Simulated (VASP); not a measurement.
HgTe (Coloradoite): relaxation of cell and atoms with BLYP+D4

The system is HgTe (Coloradoite).

```xyz
2
Lattice="0.0000 3.2145 3.2145 3.2145 0.0000 3.2145 3.2145 3.2145 0.0000" Properties=species:S:1:pos:R:3 pbc="T T T"
Hg    0.0000    0.0000    0.0000
Te    4.8217    4.8217    4.8217
```

- Program: VASP 6.6.1
- Task: relaxation of cell and atoms
- Functional: BLYP
- Dispersion: D4
- Potentials or basis: VASP PAW PBE potentials, release 64 (Hg, Te)
- Cutoff: 600 eV
- k mesh: 7 × 7 × 7
- Occupations: fermi-dirac, width 0.05 eV
- Spin: no spin polarisation
- Dipole correction: no
- Further INCAR settings: ALGO = Normal; EDIFF = 1e-07; IBRION = 2; EDIFFG = -0.01; NSW = 80; ISIF = 3

```
Relaxed volume                         : 36.25 Å³/atom
Relaxed cell                           : a = 4.680 Å, b = 4.680 Å, c = 4.680 Å, α = 60.00°, β = 60.00°, γ = 60.00°
Space group after relaxing (to 0.05 Å) : F-43m (No. 216)
Energy gained by relaxing              : 35.1 meV/atom
Ionic steps                            : 3
Pressure after relaxing                : 0.0 GPa
Band gap on the k mesh                 : zero (filled and empty bands touch)
Dispersion energy per atom             : -0.656 eV
```

Step by step:
| step | energy change (eV) | largest force (eV/Å) | pressure (GPa) | volume (Å³) |
| --- | --- | --- | --- | --- |
| 1 | 0.0000 | 0.0000 | 4.04 | 66.43 |
| 2 | -0.0625 | 0.0000 | -1.05 | 74.81 |
| 3 | -0.0702 | 0.0000 | 0.01 | 72.50 |

Final structure:
```cif
data_structure
_symmetry_space_group_name_H-M 'P 1'
_symmetry_Int_Tables_number 1
_cell_length_a 4.6805
_cell_length_b 4.6805
_cell_length_c 4.6805
_cell_angle_alpha 60.000
_cell_angle_beta 60.000
_cell_angle_gamma 60.000
_cell_volume 72.50
loop_
_atom_site_label
_atom_site_type_symbol
_atom_site_fract_x
_atom_site_fract_y
_atom_site_fract_z
_atom_site_occupancy
Hg1 Hg 0.00000 0.00000 0.00000 1
Te1 Te 0.75000 0.75000 0.75000 1
```

Levels at points of the mesh, in eV from the Fermi level:
```
           k point  band 6  band 7  band 8  band 9  band 10  band 11  band 12  band 13
(0.00, 0.00, 0.00)   -6.59   -1.01   -0.05   -0.05    -0.05     4.32     4.32     4.32
```

It took 2.8 min on 1 thread of Intel Xeon 8259CL (shared host), peak memory 0.23 GiB.

Caveat: the PAW data sets were made with another functional, which shifts forces and pressure a little; spin-orbit coupling is left out, which moves the levels of the heavy elements; pairwise dispersion overbinds metals, which lowers pressure and volume. Zero-point motion and thermal expansion aren't in these numbers.
